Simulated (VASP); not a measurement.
# Li2O (Fm-3m) in VASP: electric field gradients with PBE

Aim: the electric field gradients of Li2O with PBE.

Everything below comes from runs of VASP 6.6.1. Logs are shortened: lines on timing, memory, paths and dates and some standing lists are left out, and cuts for length are marked.

## 1. The cell of the first run

The structure is cubic, space group Fm-3m (No. 225). Conventional cell: a = 4.654 Å, b = 4.654 Å, c = 4.654 Å, α = 90.00°, β = 90.00°, γ = 90.00°. Li (site symmetry -43m) has 4 O at 2.02 Å and 6 Li at 2.33 Å within 2.7 Å. Within 2.7 Å of O (site symmetry m-3m) lie 8 Li at 2.02 Å.

## 2. Electric field gradients, PBE, collinear spin, zero start

Input file INCAR:

```
SYSTEM = Li2O
ALGO = Normal ; EDIFF = 1E-8
ENCUT = 650 ; GGA = PE
GGA_COMPAT = .FALSE. ; ISIF = 2
ISMEAR = 0 ; ISPIN = 2
LASPH = .TRUE. ; LCHARG = .FALSE.
LEFG = .TRUE. ; LORBIT = 11
LREAL = .FALSE. ; LWAVE = .FALSE.
MAGMOM = 0 0 0 ; NBANDS = 17
NELM = 200 ; PREC = Accurate
SIGMA = 0.1
```

Input file KPOINTS:

```
k-points
0
G
  6 6 6
  0 0 0
```

Input file POSCAR:

```
Li2O
1.0
    0.0000000000      2.3268543819      2.3268543819
    2.3268543819      0.0000000000      2.3268543819
    2.3268543819      2.3268543819      0.0000000000
Li O
2 1
Direct
    0.7500000000      0.7500000000      0.7500000000
    0.2500000000      0.2500000000      0.2500000000
    0.0000000000      0.0000000000      0.0000000000
```

Potentials or basis: VASP PAW PBE potentials, release 64 (Li_sv, O).

The run is started by

```sh
cat potpaw_PBE.64/Li_sv/POTCAR potpaw_PBE.64/O/POTCAR > POTCAR
mpirun -np 1 vasp_std > vasp.out
```

OUTCAR:

```text
SYSTEM = Li2O
   EDIFF = 1E-8
   ENCUT = 650
   GGA = PE
   ISIF = 2
   ISMEAR = 0
   ISPIN = 2
   LASPH = .TRUE.
   LORBIT = 11
   LREAL = .FALSE.
   NELM = 200
   PREC = Accurate

 ion  position               nearest neighbor table
   1  0.750  0.750  0.750-   3 2.02   3 2.02   3 2.02   3 2.02   2 2.33   2 2.33   2 2.33   2 2.33
                             2 2.33   2 2.33
   2  0.250  0.250  0.250-   3 2.02   3 2.02   3 2.02   3 2.02   1 2.33   1 2.33   1 2.33   1 2.33
                             1 2.33   1 2.33
   3  0.000  0.000  0.000-   1 2.02   1 2.02   1 2.02   1 2.02   2 2.02   2 2.02   2 2.02   2 2.02

  LATTYP: Found a face centered cubic cell.
 ALAT       =     4.6537087638

  Lattice vectors:

 A1 = (   0.0000000000,   2.3268543819,   2.3268543819)
 A2 = (   2.3268543819,   0.0000000000,   2.3268543819)
 A3 = (   2.3268543819,   2.3268543819,   0.0000000000)

Analysis of symmetry for initial positions (statically):
=====================================================================
 Subroutine PRICEL returns:
 Original cell was already a primitive cell.

 Routine SETGRP: Setting up the symmetry group for a
 face centered cubic supercell.

 Subroutine GETGRP returns: Found 48 space group operations
 (whereof 48 operations were pure point group operations)
 out of a pool of 48 trial point group operations.

The static configuration has the point symmetry O_h .

Analysis of symmetry for dynamics (positions and initial velocities):
=====================================================================
 Subroutine PRICEL returns:
 Original cell was already a primitive cell.

 Routine SETGRP: Setting up the symmetry group for a
 face centered cubic supercell.

 Subroutine GETGRP returns: Found 48 space group operations
 (whereof 48 operations were pure point group operations)
 out of a pool of 48 trial point group operations.

The dynamic configuration has the point symmetry O_h .

Analysis of structural, dynamic, and magnetic symmetry:
=====================================================================
 Subroutine PRICEL returns:
 Original cell was already a primitive cell.

 Routine SETGRP: Setting up the symmetry group for a
 face centered cubic supercell.

 Subroutine GETGRP returns: Found 48 space group operations
 (whereof 48 operations were pure point group operations)
 out of a pool of 48 trial point group operations.

The overall configuration has the point symmetry O_h .

 Subroutine INISYM returns: Found 48 space group operations
 (whereof 48 operations are pure point group operations),
 and found     1 'primitive' translations

----------------------------------------------------------------------------------------

                                     Primitive cell

  volume of cell :      25.1963

  direct lattice vectors                    reciprocal lattice vectors
     0.000000000  2.326854382  2.326854382    -0.214882377  0.214882377  0.214882377
     2.326854382  0.000000000  2.326854382     0.214882377 -0.214882377  0.214882377
     2.326854382  2.326854382  0.000000000     0.214882377  0.214882377 -0.214882377

  length of vectors
     3.290669025  3.290669025  3.290669025     0.372187194  0.372187194  0.372187194

  position of ions in fractional coordinates (direct lattice)
     0.750000000  0.750000000  0.750000000
     0.250000000  0.250000000  0.250000000
     0.000000000  0.000000000  0.000000000

  ion indices of the primitive-cell ions
   primitive index   ion index
                 1           1
                 2           2
                 3           3

----------------------------------------------------------------------------------------

 KPOINTS: k-points

Automatic generation of k-mesh.
 Grid dimensions read from file:
 generate k-points for:    6    6    6

 Generating k-lattice:

  Cartesian coordinates                     Fractional coordinates (reciprocal lattice)
    -0.035813729  0.035813729  0.035813729     0.166666667  0.000000000  0.000000000
     0.035813729 -0.035813729  0.035813729     0.000000000  0.166666667  0.000000000
     0.035813729  0.035813729 -0.035813729     0.000000000  0.000000000  0.166666667

  Length of vectors
     0.062031199  0.062031199  0.062031199

  Shift w.r.t. Gamma in fractional coordinates (k-lattice)
     0.000000000  0.000000000  0.000000000

 Subroutine IBZKPT returns following result:
 ===========================================

 Found     16 irreducible k-points:

 Following reciprocal coordinates:
            Coordinates               Weight
  0.000000  0.000000  0.000000      1.000000
  0.166667  0.000000  0.000000      8.000000
  0.333333  0.000000  0.000000      8.000000
  0.500000  0.000000  0.000000      4.000000
  0.166667  0.166667  0.000000      6.000000
  0.333333  0.166667  0.000000     24.000000
[... 8 lines left out ...]
 -0.333333  0.333333  0.166667     24.000000
 -0.333333  0.500000  0.166667     12.000000
   k-points           NKPTS =     16   k-points in BZ     NKDIM =     16   number of bands    NBANDS=     17
   number of dos      NEDOS =    301   number of ions     NIONS =      3
   total plane-waves  NPLWV =  21952
   dimension x,y,z NGX =    28 NGY =   28 NGZ =   28
   dimension x,y,z NGXF=    56 NGYF=   56 NGZF=   56
   ions per type =               2   1
   NGX,Y,Z   is equivalent  to a cutoff of  14.15, 14.15, 14.15 a.u.
   NGXF,Y,Z  is equivalent  to a cutoff of  28.29, 28.29, 28.29 a.u.
 SYSTEM =  Li2O
   PREC   = accura    normal or accurate (medium, high low for compatibility)
   ISTART =      0    job   : 0-new  1-cont  2-samecut
   ICHARG =      2    charge: 1-file 2-atom 10-const
   ISPIN  =      2    spin polarized calculation?
   LNONCOLLINEAR =      F non collinear calculations
   LSORBIT =      F    spin-orbit coupling
   LASPH  =      T    aspherical Exc in radial PAW
   ENCUT  =  650.0 eV  47.77 Ry    6.91 a.u.   6.84  6.84  6.84*2*pi/ulx,y,z
   NELM   =    200;   NELMIN=  2; NELMDL= -5     # of ELM steps
   EDIFF  = 0.1E-07   stopping-criterion for ELM
   LREAL  =      F    real-space projection
   EDIFFG = 0.1E-06   stopping-criterion for IOM
   NSW    =      0    number of steps for IOM
   IBRION =     -1    ionic relax: 0-MD 1-quasi-New 2-CG
   NFREE  =      0    steps in history (QN), initial steepest desc. (CG)
   ISIF   =      2    stress and relaxation
   ISYM   =      2    0-nonsym 1-usesym 2-fastsym
   POTIM  = 0.5000    time-step for ionic-motion
   TEBEG  =    0.0;   TEEND  =   0.0 temperature during run
   PSTRESS=    0.0 pullay stress
   NELECT =      12.0000    total number of electrons
   NUPDOWN=      -1.0000    fix difference up-down
   EMIN   =  10.00;   EMAX   =-10.00  energy-range for DOS
   EFERMI =   0.00;   METHOD = LEGACY
   ISMEAR =     0;   SIGMA  =   0.10  broadening in eV -4-tet -1-fermi 0-gaus
   EFERMI_NEDOS =   21; number of points for ismear=-14 and -15
   IALGO  =     38    algorithm
   IMIX   =      4    mixing-type and parameters
     AMIX     =   0.40;   BMIX     =  1.00
     AMIX_MAG =   1.60;   BMIX_MAG =  1.00
  volume/ion in A,a.u.               =       8.40        56.68
  Fermi-wavevector in a.u.,A,eV,Ry     =   1.278467  2.415951 22.238406  1.634477
  Thomas-Fermi vector in A             =   2.411008
   LORBIT       =     11    0 simple, 1 ext, 2 COOP (PROOUT), +10 PAW based schemes
   GGA     = PE    functional components
   LHFCALC =     F    Hartree Fock is set to
   AEXX    =    0.0000 exact exchange contribution
   IVDW    =     0    specifies the selected vdW correction
   LEPSILON=     F    determine dielectric tensor
   LRPA    =     F    only Hartree local field effects (RPA)
 spin polarized calculation
 Gauss-broadening in eV      SIGMA  =   0.10
  energy-cutoff  :      650.00
  volume of cell :       25.20
 maximum number of plane-waves:       960
   NGX = 13   NGY = 13   NGZ = 13

 number of electron      11.9999995 magnetization       0.0000000

 number of electron      11.9999995 magnetization      -0.0000000

 Free energy of the ion-electron system (eV)
  ---------------------------------------------------
  ext. energy  EPLUGINS =         0.00000000
  ---------------------------------------------------
  free energy    TOTEN  =       -14.35131219 eV

  energy without entropy =      -14.35131219  energy(sigma->0) =      -14.35131219

 E-fermi :   1.7644     XC(G=0):  -9.6598

 val. band max:        1.2220431686   @ k =   0.0000   0.0000   0.0000
 cond. band min:       6.1545903824   @ k =   0.5000   0.5000   0.0000
 fundamental gap:      4.9325472138
 Fermi energy:         1.7643689064

 spin component 1

 k-point     1 :       0.0000    0.0000    0.0000
  band No.  band energies     occupation
      1     -41.8096      1.00000
      2     -41.5025      1.00000
      3     -14.1904      1.00000
      4       1.2220      1.00000
      5       1.2220      1.00000
      6       1.2220      1.00000
[... 9 lines left out ...]
     16      28.4087      0.00000
     17      28.5806      0.00000
[... 282 lines left out ...]
  band No.  band energies     occupation
      1     -41.6648      1.00000
      2     -41.6149      1.00000
      3     -13.9126      1.00000
      4      -0.4513      1.00000
      5      -0.2976      1.00000
      6      -0.1803      1.00000
[... 9 lines left out ...]
     16      27.2304      0.00000
     17      32.2381      0.00000
 Fermi energy:         1.7643689064

 spin component 2

 k-point     1 :       0.0000    0.0000    0.0000
  band No.  band energies     occupation
      1     -41.8096      1.00000
      2     -41.5025      1.00000
      3     -14.1904      1.00000
      4       1.2220      1.00000
      5       1.2220      1.00000
      6       1.2220      1.00000
[... 9 lines left out ...]
     16      28.4087      0.00000
     17      28.5806      0.00000
[... 283 lines left out ...]
      1     -41.6648      1.00000
      2     -41.6149      1.00000
      3     -13.9126      1.00000
      4      -0.4513      1.00000
      5      -0.2976      1.00000
      6      -0.1803      1.00000
[... 9 lines left out ...]
     16      27.2304      0.00000
     17      32.2381      0.00000

------------------------ aborting loop because EDIFF is reached ----------------------------------------

  FORCE on cell =-STRESS in cart. coord.  units (eV):
  Direction    XX          YY          ZZ          XY          YZ          ZX
  --------------------------------------------------------------------------------------
  -------------------------------------------------------------------------------------
  Total       -0.2973003     -0.2973003     -0.2973003     -0.0000000      0.0000000      0.0000000
  in kB      -18.9046385    -18.9046385    -18.9046385     -0.0000000      0.0000000      0.0000000
  external PRESSURE =     -18.9046385 kB  Pullay stress =       0.0000000 kB

 VOLUME and BASIS-vectors are now :
 -----------------------------------------------------------------------------
  energy-cutoff  :      650.00
  volume of cell :       25.20
      direct lattice vectors                 reciprocal lattice vectors
     0.000000000  2.326854382  2.326854382    -0.214882377  0.214882377  0.214882377
     2.326854382  0.000000000  2.326854382     0.214882377 -0.214882377  0.214882377
     2.326854382  2.326854382  0.000000000     0.214882377  0.214882377 -0.214882377

 POSITION                                       TOTAL-FORCE (eV/Angst)
 -----------------------------------------------------------------------------------
      3.49028      3.49028      3.49028        -0.000000     -0.000000     -0.000000
      1.16343      1.16343      1.16343         0.000000      0.000000      0.000000
      0.00000      0.00000      0.00000        -0.000000     -0.000000      0.000000
 -----------------------------------------------------------------------------------
    total drift:                                0.000000      0.000000      0.000000

  FREE ENERGIE OF THE ION-ELECTRON SYSTEM (eV)
  ---------------------------------------------------
  free  energy   TOTEN  =       -14.3513121888 eV

  energy  without entropy=      -14.3513121888  energy(sigma->0) =      -14.35131219

 Electric field gradients (V/A^2)
---------------------------------------------------------------------
 ion       V_xx      V_yy      V_zz      V_xy      V_xz      V_yz
---------------------------------------------------------------------
   1      -0.000    -0.000     0.000    -0.000    -0.000    -0.000
   2       0.000    -0.000     0.000    -0.000    -0.000    -0.000
   3       0.000    -0.000    -0.000     0.001     0.001     0.001
---------------------------------------------------------------------

 Electric field gradients after diagonalization (V/A^2)
 (convention: |V_zz| > |V_xx| > |V_yy|)
----------------------------------------------------------------------
 ion       V_xx      V_yy      V_zz     asymmetry (V_yy - V_xx)/ V_zz
----------------------------------------------------------------------
   1       0.000     0.000    -0.000       0.000
   2       0.000     0.000    -0.000       0.000
   3      -0.001    -0.001     0.002       0.000
----------------------------------------------------------------------

           NMR quadrupolar parameters

 Cq : quadrupolar parameter    Cq=e*Q*V_zz/h
 eta: asymmetry parameters     (V_yy - V_xx)/ V_zz
 Q  : nuclear electric quadrupole moment in mb (millibarn)
----------------------------------------------------------------------
 ion       Cq(MHz)       eta       Q (mb)
----------------------------------------------------------------------
   1      -0.000       0.000       1.000
   2      -0.000       0.000       1.000
   3       0.000       0.000       1.000
----------------------------------------------------------------------

 total charge

# of ion       s       p       d       tot
------------------------------------------
    1        2.034   0.079   0.000   2.113
    2        2.034   0.079   0.000   2.113
    3        1.530   3.493   0.000   5.023
--------------------------------------------------
tot          5.599   3.651   0.000   9.250

 magnetization (x)

# of ion       s       p       d       tot
------------------------------------------
    1       -0.000  -0.000   0.000  -0.000
    2       -0.000  -0.000   0.000  -0.000
    3       -0.000  -0.000   0.000  -0.000
--------------------------------------------------
tot         -0.000  -0.000   0.000  -0.000
```

Run time: 48 s. Hardware: 1 thread of Intel Xeon 8259CL, shared host; peak memory 0.17 GiB.

What came out:

| Property | Result |
| --- | --- |
| Free energy | -14.3513 eV |
| Pressure | -1.9 GPa |
| Band gap on the k mesh | 4.93 eV (least direct gap 5.11 eV) |
| Net moment | 0.00 μB per cell |
| Largest electric field gradient by atom | zero within the noise of the run |
| Valence electrons inside the program's atomic spheres | Li 2.11; O 5.02 |

Levels at points of the mesh, in eV from the valence-band top:
Spin up:
```
           k point  band 3  band 4  band 5  band 6  band 7  band 8  band 9  band 10
(0.00, 0.00, 0.00)  -15.41    0.00    0.00    0.00    5.11   11.81   11.81    11.81
(0.50, 0.00, 0.00)  -15.19   -2.72   -0.43   -0.43    9.07    9.60   11.94    11.94
(0.50, 0.50, 0.00)  -15.14   -1.58   -1.35   -1.35    4.93   13.33   13.33    14.44
```
Spin down:
| k point | band 3 | band 4 | band 5 | band 6 | band 7 | band 8 | band 9 | band 10 |
| --- | --- | --- | --- | --- | --- | --- | --- | --- |
| (0.00, 0.00, 0.00) | -15.41 | 0.00 | 0.00 | 0.00 | 5.11 | 11.81 | 11.81 | 11.81 |
| (0.50, 0.00, 0.00) | -15.19 | -2.72 | -0.43 | -0.43 | 9.07 | 9.60 | 11.94 | 11.94 |
| (0.50, 0.50, 0.00) | -15.14 | -1.58 | -1.35 | -1.35 | 4.93 | 13.33 | 13.33 | 14.44 |
